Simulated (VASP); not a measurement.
Input of a VASP 6.6.1 run:

File POSCAR:

```
Ge
1.0
    3.9956487028      0.0000000000      0.0000000000
   -1.9978243514      3.4603332812      0.0000000000
    0.0000000000      0.0000000000      6.4046296507
Ge
4
Direct
    0.6666666667      0.3333333333      0.0610565581
    0.3333333333      0.6666666667      0.5610565581
    0.6666666667      0.3333333333      0.4389434419
    0.3333333333      0.6666666667      0.9389434419
```

Contents of INCAR.step1:

```
PREC     = Accurate       # precision mode
ENCUT    = 520            # plane-wave cutoff, eV
ISMEAR   = 0              # smearing method
SIGMA    = 0.01           # smearing width, eV
LREAL    = F              # projectors in reciprocal space
LASPH    = T              # aspherical terms in the spheres
NELM     = 80             # most SCF steps
NBANDS   = 36             # bands
GGA      = PE             # functional
ALGO     = Normal         # electronic algorithm
EDIFF    = 1E-4           # SCF threshold, eV
LWAVE    = T              # write WAVECAR
LCHARG   = F              # write CHGCAR
```

INCAR.step2

```
PREC     = Accurate       # precision mode
ENCUT    = 520            # plane-wave cutoff, eV
EDIFF    = 1E-7           # SCF threshold, eV
ISMEAR   = 0              # smearing method
SIGMA    = 0.01           # smearing width, eV
LREAL    = F              # projectors in reciprocal space
LASPH    = T              # aspherical terms in the spheres
NELM     = 80             # most SCF steps
ALGO     = Normal         # electronic algorithm
ISIF     = 2              # what is computed and relaxed
LWAVE    = F              # write WAVECAR
LCHARG   = F              # write CHGCAR
METAGGA  = R2SCAN         # meta-GGA
LMIXTAU  = T            
NBANDS   = 36             # bands
ISTART   = 1
```

The input KPOINTS:

```
Automatic mesh
0
Gamma
  12 12 6
```

Potentials or basis: VASP PAW PBE potentials, release 64 (Ge_d).

Run with:

```bash
$ cat potpaw_PBE.64/Ge_d/POTCAR > POTCAR
$ cp INCAR.step1 INCAR
$ mpirun -np 1 vasp_std > vasp.out
$ cp INCAR.step2 INCAR
$ mpirun -np 1 vasp_std > vasp.out
```

Task: Estimate the largest force.

Result: 0.005 eV/Å.

Task: What does it give for the pressure?

Result: 2.5 GPa.

Task: Estimate the band gap on the k mesh.

Result: Zero (bands 28 and 29 overlap by 0.07 eV).

Forces in eV/Å, atoms in the order of the input:
```
Ge   0.000  0.000 -0.005
Ge   0.000  0.000 -0.005
Ge   0.000  0.000  0.005
Ge   0.000  0.000  0.005
```

Caveat: the cell differs from its parent crystal (strain along c alone, the other axes held: -3.0 %, then relaxed in part); semilocal functionals underestimate gaps, so a narrow gap can read as zero; the PAW data sets were made with another functional, which shifts forces and pressure a little.
